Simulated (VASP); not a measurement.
Wanted: the native input for a VASP 6.6.1 run.

- Task: single point
- Functional: PBE0
- Potentials or basis: VASP PAW PBE potentials, release 64 (Sr_sv, O)
- Cutoff: 520 eV
- k mesh: 6 × 6 × 6
- Occupations: gaussian, width 0.01 eV
- Spin: no spin polarisation
- Dipole correction: no
- Grid for exact exchange (PRECFOCK): Normal
- Further INCAR settings: ALGO = Normal; EDIFF = 1e-07; NBANDS = 15
- Share of exact exchange: 0.25

The system is SrO.

```xyz
2
Lattice="3.1029 0.0000 0.0000 0.0000 3.1029 0.0000 0.0000 0.0000 3.1029" Properties=species:S:1:pos:R:3 pbc="T T T"
Sr    0.0000    0.0000    0.0000
O     1.5514    1.5514    1.5514
```

One way to write it, as run:

POSCAR

```
SrO
1.0
    3.1028650670      0.0000000000      0.0000000000
    0.0000000000      3.1028650670      0.0000000000
    0.0000000000      0.0000000000      3.1028650670
Sr O
1 1
Direct
    0.0000000000      0.0000000000      0.0000000000
    0.5000000000      0.5000000000      0.5000000000
```

INCAR.step1

```
SYSTEM = SrO
ALGO = Normal
EDIFF = 1E-5
ENCUT = 520
GGA = PE
ISIF = 2
ISMEAR = 0
LASPH = .True.
LCHARG = .False.
LREAL = .False.
LWAVE = .True.
NBANDS = 15
NELM = 80
PREC = Accurate
SIGMA = 0.01
```

INCAR.step2

```
SYSTEM = SrO
AEXX = 0.25
ALGO = Normal
EDIFF = 1E-7
ENCUT = 520
GGA = PE
ISIF = 2
ISMEAR = 0
ISTART = 1
LASPH = .True.
LCHARG = .False.
LHFCALC = .True.
LREAL = .False.
LWAVE = .False.
NBANDS = 15
NELM = 80
PREC = Accurate
PRECFOCK = Normal
SIGMA = 0.01
```

KPOINTS

```
k-points
0
Gamma
  6 6 6
  0 0 0
```

Potentials or basis: VASP PAW PBE potentials, release 64 (Sr_sv, O).

Launch:

```sh
$ cat potpaw_PBE.64/Sr_sv/POTCAR potpaw_PBE.64/O/POTCAR > POTCAR
$ cp INCAR.step1 INCAR
$ mpirun -np 1 vasp_std > vasp.out
$ cp INCAR.step2 INCAR
$ mpirun -np 1 vasp_std > vasp.out
```

Results of the run:

| Quantity | Value |
| --- | --- |
| Pressure | 0.4 GPa |
| Band gap on the k mesh | 5.01 eV (least direct gap 5.09 eV) |

Caveat: the structure was generated, so it needn't be the stable form of SrO; the PAW data sets were made with another functional, which shifts forces and pressure a little.

Wall time 54 min on 1 thread of Intel Xeon 8259CL (shared host), peak memory 0.17 GiB.
